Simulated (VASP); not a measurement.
# Si (Imma) in VASP: further runs

Runs on Si. Level: PBE. Tasks: electric field gradients.

Program: VASP 6.6.1. These are calculated values, not measurements. Logs are shortened: lines on timing, memory, paths and dates and some standing lists are left out, and cuts for length are marked.

**1. The cell of the first run**

It takes space group Imma (No. 74, orthorhombic). The conventional cell has a = 4.502 Å, b = 4.737 Å, c = 2.525 Å, α = 90.00°, β = 90.00°, γ = 90.00°. Within 3.3 Å of Si (site symmetry mm2) lie 10 Si at 2.39 to 3.26 Å.

**2. Electric field gradients, PBE (zz strain of -1 %)**

File INCAR:

```
SYSTEM = Si
  PREC = Accurate
  ENCUT = 520
  EDIFF = 1E-8
  ISMEAR = -1
  SIGMA = 0.05
  LREAL = .False.
  LASPH = .True.
  NELM = 60
  ALGO = Normal
  ISIF = 2
  LWAVE = .False.
  LCHARG = .False.
  GGA = PE
  LEFG = .True.
  NBANDS = 11
```

File KPOINTS:

```
regular mesh
0
Gamma
  16 16 16
  0 0 0
```

File POSCAR:

```
Si
1.0
   -2.2510000000      2.3685000000      1.2622500000
    2.2510000000     -2.3685000000      1.2622500000
    2.2510000000      2.3685000000     -1.2622500000
Si
2
Direct
    0.8070000000      0.5570000000      0.2500000000
    0.1930000000      0.4430000000      0.7500000000
```

Potentials or basis: VASP PAW PBE potentials, release 64 (Si).

Run with:

```sh
$ cat potpaw_PBE.64/Si/POTCAR > POTCAR
$ mpirun -np 1 vasp_std > vasp.out
```

OUTCAR:

```text
SYSTEM = Si
   PREC = Accurate
   ENCUT = 520
   EDIFF = 1E-8
   ISMEAR = -1
   LREAL = .False.
   LASPH = .True.
   NELM = 60
   ISIF = 2
   GGA = PE

 ion  position               nearest neighbor table
   1  0.807  0.557  0.250-   2 2.39   2 2.39   2 2.45   2 2.45   2 2.73   2 2.73
   2  0.193  0.443  0.750-   1 2.39   1 2.39   1 2.45   1 2.45   1 2.73   1 2.73

  LATTYP: Found a body centered orthorhombic cell.
 ALAT       =     2.5245000000
 B/A-ratio  =     1.7833234304
 C/A-ratio  =     1.8764111705

  Lattice vectors:

 A1 = (   2.2510000000,  -2.3685000000,   1.2622500000)
 A2 = (  -2.2510000000,  -2.3685000000,  -1.2622500000)
 A3 = (   2.2510000000,   2.3685000000,  -1.2622500000)

Analysis of symmetry for initial positions (statically):
=====================================================================
 Subroutine PRICEL returns:
 Original cell was already a primitive cell.

 Routine SETGRP: Setting up the symmetry group for a
 body centered orthorhombic supercell.

 Subroutine GETGRP returns: Found  8 space group operations
 (whereof  4 operations were pure point group operations)
 out of a pool of  8 trial point group operations.

The static configuration has the point symmetry C_2h.
 The point group associated with its full space group is D_2h.

Analysis of symmetry for dynamics (positions and initial velocities):
=====================================================================
 Subroutine PRICEL returns:
 Original cell was already a primitive cell.

 Routine SETGRP: Setting up the symmetry group for a
 body centered orthorhombic supercell.

 Subroutine GETGRP returns: Found  8 space group operations
 (whereof  4 operations were pure point group operations)
 out of a pool of  8 trial point group operations.

The dynamic configuration has the point symmetry C_2h.
 The point group associated with its full space group is D_2h.

 Subroutine INISYM returns: Found  8 space group operations
 (whereof  4 operations are pure point group operations),
 and found     1 'primitive' translations

----------------------------------------------------------------------------------------

                                     Primitive cell

  volume of cell :      26.9187

  direct lattice vectors                    reciprocal lattice vectors
    -2.251000000  2.368500000  1.262250000     0.000000000  0.211104074  0.396118043
     2.251000000 -2.368500000  1.262250000     0.222123501  0.000000000  0.396118043
     2.251000000  2.368500000 -1.262250000     0.222123501  0.211104074  0.000000000

  length of vectors
     3.502865729  3.502865729  3.502865729     0.448859036  0.454145741  0.306437236

  position of ions in fractional coordinates (direct lattice)
     0.807000000  0.557000000  0.250000000
     0.193000000  0.443000000  0.750000000

  ion indices of the primitive-cell ions
   primitive index   ion index
                 1           1
                 2           2

----------------------------------------------------------------------------------------

 KPOINTS: regular mesh

Automatic generation of k-mesh.
 Grid dimensions read from file:
 generate k-points for:   16   16   16

 Generating k-lattice:

  Cartesian coordinates                     Fractional coordinates (reciprocal lattice)
     0.000000000  0.013194005  0.024757378     0.062500000  0.000000000  0.000000000
     0.013882719  0.000000000  0.024757378     0.000000000  0.062500000 -0.000000000
     0.013882719  0.013194005  0.000000000     0.000000000 -0.000000000  0.062500000

  Length of vectors
     0.028053690  0.028384109  0.019152327

  Shift w.r.t. Gamma in fractional coordinates (k-lattice)
     0.000000000  0.000000000  0.000000000

[... 36 lines left out ...]
   dimension x,y,z NGXF=    56 NGYF=   56 NGZF=   56
   ions per type =               2
   NGX,Y,Z   is equivalent  to a cutoff of  13.29, 13.29, 13.29 a.u.
   NGXF,Y,Z  is equivalent  to a cutoff of  26.58, 26.58, 26.58 a.u.
 SYSTEM =  Si
   PREC   = accura    normal or accurate (medium, high low for compatibility)
   ISTART =      0    job   : 0-new  1-cont  2-samecut
   ICHARG =      2    charge: 1-file 2-atom 10-const
   ISPIN  =      1    spin polarized calculation?
   LNONCOLLINEAR =      F non collinear calculations
   LSORBIT =      F    spin-orbit coupling
   LASPH  =      T    aspherical Exc in radial PAW
   ENCUT  =  520.0 eV  38.22 Ry    6.18 a.u.   6.51  6.51  6.51*2*pi/ulx,y,z
   NELM   =     60;   NELMIN=  2; NELMDL= -5     # of ELM steps
   EDIFF  = 0.1E-07   stopping-criterion for ELM
   LREAL  =      F    real-space projection
   EDIFFG = 0.1E-06   stopping-criterion for IOM
   NSW    =      0    number of steps for IOM
   IBRION =     -1    ionic relax: 0-MD 1-quasi-New 2-CG
   NFREE  =      0    steps in history (QN), initial steepest desc. (CG)
   ISIF   =      2    stress and relaxation
   ISYM   =      2    0-nonsym 1-usesym 2-fastsym
   POTIM  = 0.5000    time-step for ionic-motion
   TEBEG  =    0.0;   TEEND  =   0.0 temperature during run
   PSTRESS=    0.0 pullay stress
   NELECT =       8.0000    total number of electrons
   NUPDOWN=      -1.0000    fix difference up-down
   EMIN   =  10.00;   EMAX   =-10.00  energy-range for DOS
   EFERMI =   0.00;   METHOD = LEGACY
   ISMEAR =    -1;   SIGMA  =   0.05  broadening in eV -4-tet -1-fermi 0-gaus
   EFERMI_NEDOS =   21; number of points for ismear=-14 and -15
   IALGO  =     38    algorithm
   IMIX   =      4    mixing-type and parameters
     AMIX     =   0.40;   BMIX     =  1.00
     AMIX_MAG =   1.60;   BMIX_MAG =  1.00
  volume/ion in A,a.u.               =      13.46        90.83
  Fermi-wavevector in a.u.,A,eV,Ry     =   1.092497  2.064519 16.239216  1.193549
  Thomas-Fermi vector in A             =   2.228763
   LORBIT       =      0    0 simple, 1 ext, 2 COOP (PROOUT), +10 PAW based schemes
   GGA     = PE    functional components
   LHFCALC =     F    Hartree Fock is set to
   AEXX    =    0.0000 exact exchange contribution
   IVDW    =     0    specifies the selected vdW correction
   LEPSILON=     F    determine dielectric tensor
   LRPA    =     F    only Hartree local field effects (RPA)
 non-spin polarized calculation
  energy-cutoff  :      520.00
  volume of cell :       26.92
 maximum number of plane-waves:       747
 NGX is ok and might be reduce to    28
   NGX = 13   NGY = 13   NGZ = 13

 number of electron       8.0000000 magnetization

 Free energy of the ion-electron system (eV)
  ---------------------------------------------------
  ext. energy  EPLUGINS =         0.00000000
  ---------------------------------------------------
  free energy    TOTEN  =       -10.08014379 eV

  energy without entropy =      -10.07405555  energy(sigma->0) =      -10.07709967

 E-fermi :  10.8345     XC(G=0): -11.4177

 val. band max:       10.8312226638   @ k =  -0.3750   0.5000   0.0625
 cond. band min:      10.8365476255   @ k =  -0.1250  -0.1875   0.0625
 fundamental gap:      0.0053249618
 Fermi energy:        10.8344918448

 k-point     1 :       0.0000    0.0000    0.0000
  band No.  band energies     occupation
      1      -4.0770      2.00000
      2       7.7541      2.00000
      3       8.2730      2.00000
      4       9.0495      2.00000
      5      11.8324      0.00000
      6      18.5813      0.00000
      7      19.9113      0.00000
      8      21.0911      0.00000
      9      21.5187      0.00000
     10      21.9524      0.00000
     11      22.8737      0.00000
[... 309 lines left out ...]
 k-point    24 :      -0.1250    0.0625    0.0000
  band No.  band energies     occupation
      1      -3.8604      2.00000
      2       6.6361      2.00000
      3       7.9896      2.00000
      4      10.2220      1.99999
      5      12.8006      0.00000
      6      16.7347      0.00000
      7      19.2865      0.00000
      8      20.4296      0.00000
      9      20.9285      0.00000
     10      21.9517      0.00000
     11      23.5282      0.00000

 [... further k-points ...]

------------------------ aborting loop because EDIFF is reached ----------------------------------------

  FORCE on cell =-STRESS in cart. coord.  units (eV):
  Direction    XX          YY          ZZ          XY          YZ          ZX
  --------------------------------------------------------------------------------------
  -------------------------------------------------------------------------------------
  Total        2.7555963      3.0543925      2.9405658      0.0000000      0.0000000      0.0000000
  in kB      164.0106035    181.7946797    175.0198189      0.0000000      0.0000000      0.0000000
  external PRESSURE =     173.6083674 kB  Pullay stress =       0.0000000 kB

 VOLUME and BASIS-vectors are now :
 -----------------------------------------------------------------------------
  energy-cutoff  :      520.00
  volume of cell :       26.92
      direct lattice vectors                 reciprocal lattice vectors
    -2.251000000  2.368500000  1.262250000     0.000000000  0.211104074  0.396118043
     2.251000000 -2.368500000  1.262250000     0.222123501  0.000000000  0.396118043
     2.251000000  2.368500000 -1.262250000     0.222123501  0.211104074  0.000000000

 POSITION                                       TOTAL-FORCE (eV/Angst)
 -----------------------------------------------------------------------------------
     -0.00000      1.18425      1.40615        -0.000000     -0.000000     -0.011902
      2.25100      1.18425     -0.14390         0.000000      0.000000      0.011902
 -----------------------------------------------------------------------------------
    total drift:                                0.000000     -0.000000     -0.000000

  FREE ENERGIE OF THE ION-ELECTRON SYSTEM (eV)
  ---------------------------------------------------
  free  energy   TOTEN  =       -10.0801437851 eV

  energy  without entropy=      -10.0740555496  energy(sigma->0) =      -10.07709967

 Electric field gradients (V/A^2)
---------------------------------------------------------------------
 ion       V_xx      V_yy      V_zz      V_xy      V_xz      V_yz
---------------------------------------------------------------------
   1      10.533   -25.239    14.706    -0.000    -0.000    -0.000
   2      10.533   -25.239    14.706    -0.000    -0.000    -0.000
---------------------------------------------------------------------

 Electric field gradients after diagonalization (V/A^2)
 (convention: |V_zz| > |V_xx| > |V_yy|)
----------------------------------------------------------------------
 ion       V_xx      V_yy      V_zz     asymmetry (V_yy - V_xx)/ V_zz
----------------------------------------------------------------------
   1      14.706    10.533   -25.239       0.165
   2      14.706    10.533   -25.239       0.165
----------------------------------------------------------------------

           NMR quadrupolar parameters

 Cq : quadrupolar parameter    Cq=e*Q*V_zz/h
 eta: asymmetry parameters     (V_yy - V_xx)/ V_zz
 Q  : nuclear electric quadrupole moment in mb (millibarn)
----------------------------------------------------------------------
 ion       Cq(MHz)       eta       Q (mb)
----------------------------------------------------------------------
   1      -0.061       0.165       1.000
   2      -0.061       0.165       1.000
----------------------------------------------------------------------
```

Run time: 3.8 min. Hardware: 1 thread of AMD EPYC 7R13, shared host; peak memory 0.24 GiB.

Results:

```yaml
Free_energy: -10.0801 eV
Pressure: 17.4 GPa
Largest_force: 0.012 eV/Å
Band_gap_on_the_k_mesh: zero (bands 4 and 5 overlap by 7.40 eV)
Largest_electric_field_gradient_by_atom: Si -25.2 V/Å²
```

Forces in eV/Å, atoms in the order of the input:
```
Si   0.000  0.000 -0.012
Si   0.000  0.000  0.012
```

Electric field gradients, principal values (V/Å²):
```tsv
atom	least	middle	greatest (by size)
1 Si	10.533	14.706	-25.239
2 Si	10.533	14.706	-25.239
```

Caveat: the cell differs from its parent crystal (zz strain of -1 %); the cell stands under pressure; without QUAD_EFG the Cq values of the log hold for a quadrupole moment of 1 mb, not for the nuclei.

[end of part 1 of 2]
